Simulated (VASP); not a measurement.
# C: single point with PBEsol+D3(BJ)

The system is C.

```
C
1.0
     2.45766    0.00000    0.00000
    -1.22883    2.12839    0.00000
     0.00000    0.00000    3.52948
C
2
Direct
  0.31706 0.66667 0.97337
  0.68294 0.33333 0.02663
```

This cell differs from its parent crystal: atoms displaced along several vibrational modes.

| Quantity | Value |
| --- | --- |
| Program | VASP 6.6.1 |
| Task | single point |
| Functional | PBEsol |
| Dispersion | D3(BJ) |
| Potentials or basis | VASP PAW PBE potentials, release 64 (C) |
| Cutoff | 520 eV |
| k mesh | 21 × 21 × 12 |
| Occupations | gaussian, width 0.15 eV |
| Spin | no spin polarisation |
| Dipole correction | no |
| Further INCAR settings | ALGO = Normal; EDIFF = 1e-06; NBANDS = 11 |

```json
{
 "Pressure": "1.2 GPa",
 "Largest force": "5.128 eV/Å",
 "Band gap on the k mesh": "zero (bands 4 and 5 overlap by 0.45 eV)",
 "Dispersion energy per atom": "-0.105 eV"
}
```

Forces on the atoms (eV/Å):
```
C    4.101  0.404  3.052
C   -4.101 -0.404 -3.052
```

Stress tensor (GPa, compression positive):
```
 5.12  7.49 -6.70
 7.49  3.74 -0.66
-6.70 -0.66 -5.19
```

Levels at points of the mesh, in eV from the Fermi level:
```csv
k point,band 1,band 2,band 3,band 4,band 5,band 6,band 7,band 8
"(0.00, 0.00, 0.00)",-19.45,-6.66,-3.69,-1.35,3.16,6.93,9.92,12.23
"(0.00, 0.00, 0.50)",-19.24,-8.30,-3.67,-1.32,6.99,9.38,9.89,10.03
```

Run time: 4 min on 1 thread of Intel(R) Xeon(R) Platinum 8488C (Sapphire Rapids) (shared host), peak memory 0.5 GiB.

Caveat: the cell differs from its parent crystal (atoms displaced along several vibrational modes); the stress differs along the axes, from -5 to 5 GPa; the PAW data sets were made with another functional, which shifts forces and pressure a little.
